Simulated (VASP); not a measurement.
Write the native input for VASP 6.6.1 that does the following.

```yaml
Task: single point
Functional: r2SCAN
Potentials_or_basis: VASP PAW PBE potentials, release 64 (Hf_pv)
Cutoff: 520 eV
k_mesh: 4 × 6 × 4, shifted
Occupations: fermi-dirac, width 0.0944 eV
Spin: no spin polarisation
Dipole_correction: no
Further_INCAR_settings: ALGO = Normal; EDIFF = 1e-06; NBANDS = 28
```

The system is Hf.

```xyz
4
Lattice="4.7696 2.6747 -0.1591 -1.6492 2.7775 0.0365 -0.1547 -0.0227 4.9428" Properties=species:S:1:pos:R:3 pbc="T T T"
Hf    0.0427    1.8261    1.4611
Hf    1.3858    4.4940    1.1740
Hf   -0.0540    3.5995    3.6775
Hf    3.0739    3.6176    3.6497
```

The input as run:

POSCAR

```
Hf
1.0
    4.7695870000      2.6747340000     -0.1591140000
   -1.6491870000      2.7774870000      0.0364920000
   -0.1547430000     -0.0226730000      4.9428110000
Hf
4
Direct
    0.1851420000      0.4815930000      0.2980140000
    0.6443190000      0.9995860000      0.2508700000
    0.3474640000      0.9674670000      0.7480460000
    0.8415040000      0.4983050000      0.7618020000
```

INCAR.step1

```
SYSTEM = Hf
PREC     = Accurate       ! precision mode
ENCUT    = 520            ! plane-wave cutoff, eV
ISMEAR   = -1             ! smearing method
SIGMA    = 0.0944         ! smearing width, eV
LREAL    = .False.        ! projectors in reciprocal space
LASPH    = .True.         ! aspherical terms in the spheres
NELM     = 80             ! most SCF steps
NBANDS   = 28             ! bands
GGA      = PE             ! functional
ALGO     = Normal         ! electronic algorithm
EDIFF    = 1E-4           ! SCF threshold, eV
LWAVE    = .True.         ! write WAVECAR
LCHARG   = .False.        ! write CHGCAR
```

INCAR.step2

```
SYSTEM = Hf
PREC     = Accurate       ! precision mode
ENCUT    = 520            ! plane-wave cutoff, eV
EDIFF    = 1E-6           ! SCF threshold, eV
ISMEAR   = -1             ! smearing method
SIGMA    = 0.0944         ! smearing width, eV
LREAL    = .False.        ! projectors in reciprocal space
LASPH    = .True.         ! aspherical terms in the spheres
NELM     = 80             ! most SCF steps
ALGO     = Normal         ! electronic algorithm
ISIF     = 2              ! what is computed and relaxed
LWAVE    = .False.        ! write WAVECAR
LCHARG   = .True.         ! write CHGCAR
METAGGA  = R2SCAN         ! meta-GGA
LMIXTAU  = .True.       
LELF     = .True.         ! ELF
LVHAR    = .True.       
NBANDS   = 28             ! bands
ISTART   = 1
```

KPOINTS

```
Automatic mesh
0
Gamma
  4 6 4
  0 0.5 0
```

Potentials or basis: VASP PAW PBE potentials, release 64 (Hf_pv).

The run is started by

```console
$ cat potpaw_PBE.64/Hf_pv/POTCAR > POTCAR
$ cp INCAR.step1 INCAR
$ mpirun -np 1 vasp_std > vasp.out
$ cp INCAR.step2 INCAR
$ mpirun -np 1 vasp_std > vasp.out
```

Results of the run:

```json
{
 "Pressure": "4.1 GPa",
 "Largest force": "2.203 eV/Å",
 "Band gap on the k mesh": "zero (band 20 reaches 5.51 eV, above the bottom of band 21 at 4.57 eV)"
}
```

Caveat: the PAW data sets were made with another functional, which shifts forces and pressure a little; spin-orbit coupling is left out, which moves the levels of the heavy elements.

Wall time 4.5 min on 1 thread of Intel Xeon 6975P-C (shared host), peak memory 0.25 GiB.
